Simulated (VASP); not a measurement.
# Zr3SeS2 (P6/mmm) in VASP: further runs, part 2 of 2

VASP 6.6.1. The steps go on from the part before.

## Step 3: Single point, PBE

This run uses another cell than the first one, of 31.56 Å³/atom, 1.507 times its volume.

Input file INCAR:

```
PREC     = Accurate       # precision mode
ENCUT    = 520            # plane-wave cutoff, eV
EDIFF    = 1E-6           # SCF threshold, eV
ISMEAR   = 0              # smearing method
SIGMA    = 0.1            # smearing width, eV
LREAL    = F              # projectors in reciprocal space
LASPH    = T              # aspherical terms in the spheres
NELM     = 100            # most SCF steps
ALGO     = Normal         # electronic algorithm
ISIF     = 2              # what is computed and relaxed
LWAVE    = F              # write WAVECAR
LCHARG   = F              # write CHGCAR
GGA      = PE             # functional
NBANDS   = 36             # bands
```

Input file KPOINTS:

```
regular mesh
0
Gamma
  3 3 4
```

Input file POSCAR:

```
Zr3SeS2
1.0
    8.2642904074      0.0000000041      0.0000000000
   -4.1321452073      7.1570854350      0.0000000000
    0.0000000000      0.0000000000      3.2011869706
Zr Se S
3 1 2
Direct
    0.5000000000      0.0000000000      0.5000000000
    0.0000000000      0.5000000000      0.5000000000
    0.5000000000      0.5000000000      0.5000000000
    0.0000000000      0.0000000000      0.5000000000
    0.3333333333      0.6666666667      0.5000000000
    0.6666666667      0.3333333333      0.5000000000
```

Potentials or basis: VASP PAW PBE potentials, release 64 (Zr_sv, Se, S).

The run is started by

```bash
$ cat potpaw_PBE.64/Zr_sv/POTCAR potpaw_PBE.64/Se/POTCAR potpaw_PBE.64/S/POTCAR > POTCAR
$ mpirun -np 1 vasp_std > vasp.out
```

OUTCAR:

```text
PREC = Accurate
   ENCUT = 520
   EDIFF = 1E-6
   ISMEAR = 0
   LREAL = F
   LASPH = T
   NELM = 100
   ISIF = 2
   GGA = PE

 ion  position               nearest neighbor table
   1  0.500  0.000  0.500-   5 2.39   6 2.39
   2  0.000  0.500  0.500-   5 2.39   6 2.39
   3  0.500  0.500  0.500-   5 2.39   6 2.39
   4  0.000  0.000  0.500-
   5  0.333  0.667  0.500-   2 2.39   1 2.39   3 2.39
   6  0.667  0.333  0.500-   2 2.39   1 2.39   3 2.39

  LATTYP: Found a hexagonal cell.
 ALAT       =     8.2642904074
[... 538 lines left out ...]
  -------------------------------------------------------------------------------------
  Total       -0.0128290     -0.0128290     -0.4676737      0.0000000      0.0000000      0.0000000
  in kB       -0.1085552     -0.1085552     -3.9573158      0.0000000      0.0000000      0.0000000
  external PRESSURE =      -1.3914754 kB  Pullay stress =       0.0000000 kB

 VOLUME and BASIS-vectors are now :
 -----------------------------------------------------------------------------
  energy-cutoff  :      520.00
  volume of cell :      189.34
      direct lattice vectors                 reciprocal lattice vectors
     8.264290407  0.000000004  0.000000000     0.121002524  0.069860840  0.000000000
    -4.132145207  7.157085435  0.000000000    -0.000000000  0.139721680  0.000000000
     0.000000000  0.000000000  3.201186971     0.000000000  0.000000000  0.312384128

 POSITION                                       TOTAL-FORCE (eV/Angst)
 -----------------------------------------------------------------------------------
      4.13215      0.00000      1.60059        -0.000000     -0.000000     -0.000000
     -2.06607      3.57854      1.60059        -0.000000     -0.000000     -0.000000
      2.06607      3.57854      1.60059        -0.000000     -0.000000     -0.000000
      0.00000      0.00000      1.60059        -0.000000     -0.000000     -0.000000
     -0.00000      4.77139      1.60059        -0.000000      0.000000      0.000000
      4.13215      2.38570      1.60059         0.000000     -0.000000     -0.000000
 -----------------------------------------------------------------------------------
    total drift:                               -0.000000      0.000000     -0.000000

  FREE ENERGIE OF THE ION-ELECTRON SYSTEM (eV)
  ---------------------------------------------------
  free  energy   TOTEN  =       -35.3452201586 eV

  energy  without entropy=      -35.2869578785  energy(sigma->0) =      -35.31608902
```

OSZICAR:

```text
N       E                     dE             d eps       ncg     rms          rms(c)
DAV:   1     0.485340610075E+03    0.48534E+03   -0.26306E+04   648   0.137E+03
DAV:   2     0.392661362760E+01   -0.48141E+03   -0.47063E+03   792   0.363E+02
DAV:   3    -0.357169443850E+02   -0.39644E+02   -0.39139E+02   972   0.856E+01
DAV:   4    -0.395426059390E+02   -0.38257E+01   -0.37989E+01  1096   0.226E+01
DAV:   5    -0.396653793949E+02   -0.12277E+00   -0.12267E+00   912   0.378E+00    0.202E+01
DAV:   6    -0.354507152673E+02    0.42147E+01   -0.14498E+01   768   0.140E+01    0.958E+00
DAV:   7    -0.354749578344E+02   -0.24243E-01   -0.42464E+00   988   0.476E+00    0.577E+00
DAV:   8    -0.353471000519E+02    0.12786E+00   -0.40768E-01   880   0.219E+00    0.216E+00
DAV:   9    -0.353442782170E+02    0.28218E-02   -0.80468E-02   812   0.127E+00    0.451E-01
DAV:  10    -0.353449642421E+02   -0.68603E-03   -0.85857E-03   908   0.391E-01    0.185E-01
DAV:  11    -0.353451329277E+02   -0.16869E-03   -0.73287E-04   864   0.135E-01    0.697E-02
DAV:  12    -0.353452277441E+02   -0.94816E-04   -0.28544E-04   932   0.759E-02    0.235E-02
DAV:  13    -0.353452188481E+02    0.88960E-05   -0.58914E-05   852   0.266E-02    0.739E-03
DAV:  14    -0.353452202372E+02   -0.13890E-05   -0.69053E-06   688   0.926E-03    0.317E-03
DAV:  15    -0.353452201586E+02    0.78524E-07   -0.64544E-07   444   0.363E-03
   1 F= -.35345220E+02 E0= -.35316089E+02  d E =-.582623E-01
```

stdout:

```text
POSCAR found type information on POSCAR ZrSeS
 POSCAR found :  3 types and       6 ions
 scaLAPACK will be used
 LDA part: xc-table for (Slater+PW92), standard interpolation
 POSCAR, INCAR and KPOINTS ok, starting setup
 FFT: planning ... GRIDC
 FFT: planning ... GRID_SOFT
 FFT: planning ... GRID
 WAVECAR not read
 entering main loop
```

It took 40 s on 1 thread of Intel Xeon 6975P-C (Granite Rapids), shared host; peak memory 0.31 GiB.

Results:

```
Free energy            : -35.3452 eV
Pressure               : -0.1 GPa
Band gap on the k mesh : zero (band 27 reaches 3.99 eV, above the bottom of band 28 at 3.35 eV)
```

Caveat: the k points lie up to 0.49 Å⁻¹ apart.

## Step 4: Single point, PBE

This run uses another cell than the first one, of 30.98 Å³/atom, 1.479 times its volume.

Input file INCAR:

```
SYSTEM = Zr3SeS2
ALGO = Normal ; EDIFF = 1E-6
ENCUT = 520 ; GGA = PE
ISIF = 2 ; ISMEAR = 0
LASPH = .TRUE. ; LCHARG = .TRUE.
LELF = .TRUE. ; LREAL = .FALSE.
LVHAR = .TRUE. ; LWAVE = .FALSE.
NBANDS = 36 ; NELM = 100
PREC = Accurate ; SIGMA = 0.1
```

Input file KPOINTS:

```
k-points
0
G
  3 3 6
  0 0 0
```

Edit POSCAR of step 3 so:

```diff
@@ -2,5 +2,5 @@
 1.0
-    8.2642904074      0.0000000041      0.0000000000
-   -4.1321452073      7.1570854350      0.0000000000
-    0.0000000000      0.0000000000      3.2011869706
+    8.2904228927      0.0000000000      0.0000000000
+   -4.1452114463      7.1797168332      0.0000000000
+    0.0000000000      0.0000000000      3.1224369959
 Zr Se S
```

The run is started by

```bash
$ cat potpaw_PBE.64/Zr_sv/POTCAR potpaw_PBE.64/Se/POTCAR potpaw_PBE.64/S/POTCAR > POTCAR
$ mpirun -np 1 vasp_std > vasp.out
```

Wall time 54 s (1 thread of Intel Xeon 6975P-C (Granite Rapids), shared host); peak memory 0.32 GiB.

Results (log left out):

| Item | Value |
| --- | --- |
| Free energy | -35.8082 eV |
| Pressure | -0.1 GPa |
| Band gap on the k mesh | zero (band 27 reaches 4.25 eV, above the bottom of band 28 at 3.59 eV) |

Levels at points of the mesh, in eV from the Fermi level:
```csv
k point,band 24,band 25,band 26,band 27,band 28,band 29,band 30,band 31,band 32,band 33
"(0.00, 0.00, 0.00)",-1.74,-1.59,-0.54,-0.52,-0.52,-0.44,1.34,1.34,1.56,1.94
"(0.00, 0.00, 0.50)",-1.22,-0.77,-0.77,-0.21,-0.21,0.00,0.21,0.21,0.75,1.95
```

## Step 5: Relaxation of cell and atoms, PBE

Input file INCAR:

```
PREC = Accurate ; ENCUT = 600
EDIFF = 1E-6 ; ISMEAR = 0
SIGMA = 0.1 ; LREAL = False
LASPH = True ; NELM = 60
ALGO = Normal ; ISIF = 3
LWAVE = False ; LCHARG = False
GGA = PE ; IBRION = 2
NSW = 90 ; EDIFFG = -0.04
```

Input file KPOINTS:

```
Automatic mesh
0
Gamma
  3 3 4
```

Input file POSCAR:

```
Zr3SeS2
1.0
    5.7893013300      0.0000000000      0.0000000000
   -2.8946506700      5.0136820300      0.0000000000
    0.0000000000      0.0000000000      4.3283109600
Zr Se S
3 1 2
Direct
    0.5000000000      0.0000000000      0.5000000000
    0.0000000000      0.5000000000      0.5000000000
    0.5000000000      0.5000000000      0.5000000000
    0.0000000000      0.0000000000      0.5000000000
    0.3333333300      0.6666666700      0.5000000000
    0.6666666700      0.3333333300      0.5000000000
```

Potentials or basis: VASP PAW PBE potentials, release 64 (Zr_sv, Se, S).

The run is started by

```bash
$ cat potpaw_PBE.64/Zr_sv/POTCAR potpaw_PBE.64/Se/POTCAR potpaw_PBE.64/S/POTCAR > POTCAR
$ mpirun -np 1 vasp_std > vasp.out
```

OUTCAR:

```text
PREC = Accurate
   ENCUT = 600
   EDIFF = 1E-6
   ISMEAR = 0
   LREAL = False
   LASPH = True
   NELM = 60
   ISIF = 3
   GGA = PE
   IBRION = 2
   NSW = 90
   EDIFFG = -0.04

 ion  position               nearest neighbor table
   1  0.500  0.000  0.500-   5 1.67   6 1.67   4 2.89   4 2.89   2 2.89   2 2.89   3 2.89   3 2.89

   2  0.000  0.500  0.500-   5 1.67   6 1.67   3 2.89   3 2.89   1 2.89   1 2.89   4 2.89   4 2.89

   3  0.500  0.500  0.500-   5 1.67   6 1.67   2 2.89   2 2.89   4 2.89   4 2.89   1 2.89   1 2.89

   4  0.000  0.000  0.500-   1 2.89   1 2.89   3 2.89   3 2.89   2 2.89   2 2.89
   5  0.333  0.667  0.500-   2 1.67   1 1.67   3 1.67
   6  0.667  0.333  0.500-   2 1.67   1 1.67   3 1.67

 -----------------------------------------------------------------------------
|                                                                             |
|           W    W    AA    RRRRR   N    N  II  N    N   GGGG   !!!           |
|           W    W   A  A   R    R  NN   N  II  NN   N  G    G  !!!           |
|           W    W  A    A  R    R  N N  N  II  N N  N  G       !!!           |
|           W WW W  AAAAAA  RRRRR   N  N N  II  N  N N  G  GGG   !            |
|           WW  WW  A    A  R   R   N   NN  II  N   NN  G    G                |
|           W    W  A    A  R    R  N    N  II  N    N   GGGG   !!!           |
|                                                                             |
|     The distance between some ions is very small. Please check the          |
|     nearest-neighbor list in the OUTCAR file.                               |
|     I HOPE YOU KNOW WHAT YOU ARE DOING!                                     |
|                                                                             |
 -----------------------------------------------------------------------------

  LATTYP: Found a hexagonal cell.
 ALAT       =     5.7893013300
 C/A-ratio  =     0.7476396051

  Lattice vectors:

 A1 = (   5.7893013300,   0.0000000000,   0.0000000000)
 A2 = (  -2.8946506700,   5.0136820300,   0.0000000000)
 A3 = (   0.0000000000,   0.0000000000,   4.3283109600)

Analysis of symmetry for initial positions (statically):
=====================================================================
 Subroutine PRICEL returns:
 Original cell was already a primitive cell.

[... 134 lines left out ...]
  volume/ion in A,a.u.               =      20.94       141.30
  Fermi-wavevector in a.u.,A,eV,Ry     =   1.235489  2.334736 20.768389  1.526434
  Thomas-Fermi vector in A             =   2.370137
   LORBIT       =      0    0 simple, 1 ext, 2 COOP (PROOUT), +10 PAW based schemes
   GGA     = PE    functional components
   LHFCALC =     F    Hartree Fock is set to
   AEXX    =    0.0000 exact exchange contribution
   IVDW    =     0    specifies the selected vdW correction
   LEPSILON=     F    determine dielectric tensor
   LRPA    =     F    only Hartree local field effects (RPA)
 conjugate gradient relaxation of ions
 non-spin polarized calculation
 Gauss-broadening in eV      SIGMA  =   0.10
  energy-cutoff  :      600.00
  volume of cell :      125.63
 maximum number of plane-waves:      4211
 NGX is ok and might be reduce to    48
   NGX = 23   NGY = 23   NGZ = 17

--------------------------------------- Ionic step        1  -------------------------------------------

 number of electron      54.0000002 magnetization

 Free energy of the ion-electron system (eV)
  ---------------------------------------------------
  ext. energy  EPLUGINS =         0.00000000
  ---------------------------------------------------
  free energy    TOTEN  =        11.82589712 eV

  energy without entropy =       11.86979553  energy(sigma->0) =       11.84784632

------------------------ aborting loop because EDIFF is reached ----------------------------------------

  FORCE on cell =-STRESS in cart. coord.  units (eV):
  Direction    XX          YY          ZZ          XY          YZ          ZX
  --------------------------------------------------------------------------------------
  -------------------------------------------------------------------------------------
  Total      161.4941880    161.4941886     -3.3340122     -0.0000002      0.0000000      0.0000000
  in kB     2059.5203284   2059.5203351    -42.5183469     -0.0000021      0.0000000      0.0000000
  external PRESSURE =    1358.8407722 kB  Pullay stress =       0.0000000 kB
[... 748 lines left out ...]
     31       9.2124      0.00000
     32       9.2124      0.00000

[... ionic steps 4 to 13 ...]

--------------------------------------- Ionic step       14  -------------------------------------------

 number of electron      53.9999997 magnetization

------------------------ aborting loop because EDIFF is reached ----------------------------------------
[... 75 lines left out ...]
--------------------------------------- Ionic step       16  -------------------------------------------

 number of electron      54.0000000 magnetization

 Free energy of the ion-electron system (eV)
  ---------------------------------------------------
  ext. energy  EPLUGINS =         0.00000000
  ---------------------------------------------------
  free energy    TOTEN  =       -35.26402649 eV

  energy without entropy =      -35.20959451  energy(sigma->0) =      -35.23681050

 E-fermi :   3.9671     XC(G=0):  -8.7012

 val. band max:        3.9625828587   @ k =   0.3333   0.3333   0.2500
 cond. band min:       3.9764060847   @ k =   0.0000   0.0000   0.5000
 fundamental gap:      0.0138232260
 Fermi energy:         3.9670815088
[... 346 lines left out ...]
  FREE ENERGIE OF THE ION-ELECTRON SYSTEM (eV)
  ---------------------------------------------------
  free  energy   TOTEN  =       -35.2640264939 eV

  energy  without entropy=      -35.2095945077  energy(sigma->0) =      -35.23681050

 reached required accuracy - stopping structural energy minimisation
```

OSZICAR:

```text
N       E                     dE             d eps       ncg     rms          rms(c)
DAV:   1     0.682106780239E+03    0.68211E+03   -0.31345E+04   592   0.180E+03
DAV:   2     0.621806308245E+02   -0.61993E+03   -0.61038E+03   704   0.481E+02
DAV:   3     0.636323508215E+01   -0.55817E+02   -0.55131E+02   992   0.115E+02
DAV:   4     0.293905628627E+01   -0.34242E+01   -0.34059E+01   896   0.266E+01
[... 343 lines left out ...]
DAV:   5    -0.352632282449E+02   -0.62210E-03   -0.16662E-03   896   0.133E-01    0.169E-01
DAV:   6    -0.352639411508E+02   -0.71291E-03   -0.14328E-03  1008   0.149E-01    0.737E-02
DAV:   7    -0.352640186146E+02   -0.77464E-04   -0.12073E-04   824   0.521E-02    0.192E-02
DAV:   8    -0.352640256028E+02   -0.69882E-05   -0.18530E-05   888   0.189E-02    0.904E-03
DAV:   9    -0.352640264939E+02   -0.89115E-06   -0.22292E-06   440   0.859E-03
  16 F= -.35264026E+02 E0= -.35236811E+02  d E =-.680953E-02
```

CONTCAR:

```text
Zr3SeS2
   1.00000000000000
     8.2543041907411752   -0.0000000024356460   -0.0000000000000000
    -4.1271521046088475    7.1484371392494586    0.0000000000000000
     0.0000000000000000   -0.0000000000000000    3.1830760303970158
  Zr              Se              S
     3     1     2
Direct
     0.5000000000000000    0.0000000000000000    0.5000000000000000
     0.0000000000000000    0.5000000000000000    0.5000000000000000
     0.5000000000000000    0.5000000000000000    0.5000000000000000
     0.0000000000000000    0.0000000000000000    0.5000000000000000
     0.3333333300000021    0.6666666699999979    0.5000000000000000
     0.6666666699999979    0.3333333300000021    0.5000000000000000

  0.00000000E+00  0.00000000E+00  0.00000000E+00
  0.00000000E+00  0.00000000E+00  0.00000000E+00
  0.00000000E+00  0.00000000E+00  0.00000000E+00
  0.00000000E+00  0.00000000E+00  0.00000000E+00
  0.00000000E+00  0.00000000E+00  0.00000000E+00
  0.00000000E+00  0.00000000E+00  0.00000000E+00
```

Wall time 12 min (1 thread of Intel Xeon 6975P-C (Granite Rapids), shared host); peak memory 0.3 GiB.

Results:

| Item | Value |
| --- | --- |
| Free energy | -35.2640 eV |
| Relaxed volume | 31.30 Å³/atom |
| Relaxed cell | a = 8.254 Å, b = 8.254 Å, c = 3.183 Å, α = 90.00°, β = 90.00°, γ = 120.00° |
| Space group after relaxing (to 0.05 Å) | P6/mmm (No. 191) |
| Energy gained by relaxing | 7848.3 meV/atom |
| Ionic steps | 16 |
| Pressure after relaxing | 0.0 GPa |
| Band gap on the k mesh | zero (band 27 reaches 4.04 eV, above the bottom of band 28 at 3.41 eV) |

Step by step:
```
step  energy change (eV)  largest force (eV/Å)  pressure (GPa)  volume (Å³)
   1              0.0000                0.0000          135.88       125.63
   2             -3.5879                0.0000          -25.03       645.93
   3            -41.5241                0.0000           -8.18       331.31
   4            -43.0774                0.0000           -7.41       304.16
   5            -43.8493                0.0000            6.96       217.14
   6            -44.7818                0.0000           -3.87       260.60
   7            -44.9107                0.0000           -1.35       245.70
   8            -44.9136                0.0000           -1.90       248.49
   9            -45.4104                0.0000           -2.06       235.20
  10            -46.8031                0.0000           -1.37       203.29
  11            -42.9854                0.0000           22.44       138.75
  12            -47.0287                0.0000           -0.39       193.98
  13            -47.0791                0.0000            0.39       188.03
  14            -47.0831                0.0000            0.67       186.11
  15            -47.0750                0.0000           -0.88       190.32
  16            -47.0899                0.0000            0.00       187.82
```

Final structure:
```
Zr Se S
1.0
     8.25430    0.00000    0.00000
    -4.12715    7.14844    0.00000
     0.00000    0.00000    3.18308
Zr Se S
3 1 2
Direct
  0.50000 0.00000 0.50000
  0.00000 0.50000 0.50000
  0.50000 0.50000 0.50000
  0.00000 0.00000 0.50000
  0.33333 0.66667 0.50000
  0.66667 0.33333 0.50000
```

Caveat: the k points lie up to 0.49 Å⁻¹ apart in the final cell; the volume moved by over 15 % at a fixed basis, so the end points are rough.

## Step 6: Summary

| task | cell | k mesh | cutoff (eV) | gap on the mesh (eV) | pressure (GPa) |
| --- | --- | --- | --- | --- | --- |
| single point | a = 5.789, b = 5.789, c = 4.328 Å, angles 90.0, 90.0, 120.0°, 6 atoms | 3 × 3 × 4 | 520 | - | 135.9 |
| single point | a = 8.264, b = 8.264, c = 3.201 Å, angles 90.0, 90.0, 120.0°, 6 atoms | 3 × 3 × 4 | 520 | none | -0.1 |
| single point | a = 8.290, b = 8.290, c = 3.122 Å, angles 90.0, 90.0, 120.0°, 6 atoms | 3 × 3 × 6 | 520 | none | -0.1 |
| relaxation of cell and atoms | relaxed from a = 5.789, b = 5.789, c = 4.328 Å, angles 90.0, 90.0, 120.0°, 6 atoms | 3 × 3 × 4 | 600 | none | 0.0 |

Alike in all rows: level PBE; potentials or basis VASP PAW PBE potentials, release 64 (Zr_sv, Se, S); no spin polarisation; smearing gaussian 0.1 eV.

Caveats: some runs use coarse meshes; the volume moved by over 15 % at a fixed basis, so the end points are rough (some runs).

Total energies depend on the potentials used, so only differences within one code and one set of settings carry meaning.
